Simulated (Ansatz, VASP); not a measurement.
WS2: VASP beside Ansatz

```xyz
6
Lattice="3.0254 0.0000 0.0000 -1.5127 2.6201 0.0000 0.0000 0.0000 11.9215" Properties=species:S:1:pos:R:3 pbc="T T T"
W     0.0000    1.7467    2.9804
W     1.5127    0.8734    8.9411
S     0.0000    1.7467    7.3374
S     1.5127    0.8734    1.3767
S     0.0000    1.7467   10.5448
S     1.5127    0.8734    4.5841
```

Change from the starting cell: hydrostatic strain -4.6%.

Alike in both runs: task single point; functional r2SCAN; k mesh 12 × 12 × 2; no spin polarisation.

|  | VASP | Ansatz |
| --- | --- | --- |
| version | VASP 6.6.1 | Ansatz 0.2.0 |
| potentials or method | VASP PAW PBE potentials, release 64 (W_sv, S) | plane waves, PAW |
| plane-wave cutoff (eV) | 520 | 500 |
| occupations | gaussian, width 0.01 eV | fixed |
| valence electrons in the cell | 52 | 52 |

|  | VASP | Ansatz | Ansatz less VASP |
| --- | --- | --- | --- |
| gap on the k mesh at the Fermi level (eV) | 0.91 | 0.89 | -0.018 |
| pressure (GPa) | 16.8 | 16.5 | -0.31 |
| traceless stress, the component that is largest in VASP (GPa) | -8.87 | -8.80 | +0.065 |
| rms of the force components (eV/Å) | 0.014 | 0.027 | +0.0130 |

VASP's potentials were made for PBE, not for r2SCAN. Atom by atom the forces differ by 0.013 eV/Å (rms over components).

Spin-orbit coupling is off throughout.
